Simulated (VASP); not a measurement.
Wanted: the native input for a VASP 6.6.1 run.

| Item | Value |
| --- | --- |
| Task | single point |
| Functional | PBEsol |
| Potentials or basis | VASP PAW PBE potentials, release 64 (Si) |
| Cutoff | 520 eV |
| k mesh | 12 × 12 × 6 |
| Occupations | gaussian, width 0.03 eV |
| Spin | no spin polarisation |
| Dipole correction | no |
| Further INCAR settings | ALGO = Normal; EDIFF = 1e-06; NBANDS = 16 |

The structure of Si lies in POSCAR:

```
Si
1.0
    3.6780647621      0.0000000000      0.0000000000
   -1.8390323811      3.4507389808      0.0000000000
    0.0000000000      0.0000000000      6.3326220002
Si
4
Direct
    0.3333333333      0.6666666667      0.0630095000
    0.6666666667      0.3333333333      0.5630095000
    0.3333333333      0.6666666667      0.4369905000
    0.6666666667      0.3333333333      0.9369905000
```

This cell differs from its parent crystal: strain -0.0400 x Voigt [1, -1, 0, 0, 0, 0].

These files were run (other wordings do the same):

INCAR

```
PREC = Accurate
ENCUT = 520
EDIFF = 1E-6
ISMEAR = 0
SIGMA = 0.03
LREAL = False
LASPH = True
NELM = 100
ALGO = Normal
ISIF = 2
LWAVE = False
LCHARG = False
GGA = PS
NBANDS = 16
```

KPOINTS

```
Automatic mesh
0
Gamma
  12 12 6
```

Potentials or basis: VASP PAW PBE potentials, release 64 (Si).

Run with:

```bash
$ cat potpaw_PBE.64/Si/POTCAR > POTCAR
$ mpirun -np 1 vasp_std > vasp.out
```

Results of the run:

The pressure is 0.2 GPa. The largest force is 0.575 eV/Å and the band gap on the k mesh is zero (bands 8 and 9 overlap by 0.15 eV).

Caveat: the cell differs from its parent crystal (strain -0.0400 x Voigt [1, -1, 0, 0, 0, 0]); the stress differs along the axes, from -6 to 7 GPa; semilocal functionals underestimate gaps, and a narrow one can read as zero; the PAW data sets were made with another functional, which shifts forces and pressure a little.

It took 95 s on 1 thread of Intel(R) Xeon(R) 6975P-C (Granite Rapids), with other jobs on the host, peak memory 0.28 GiB.
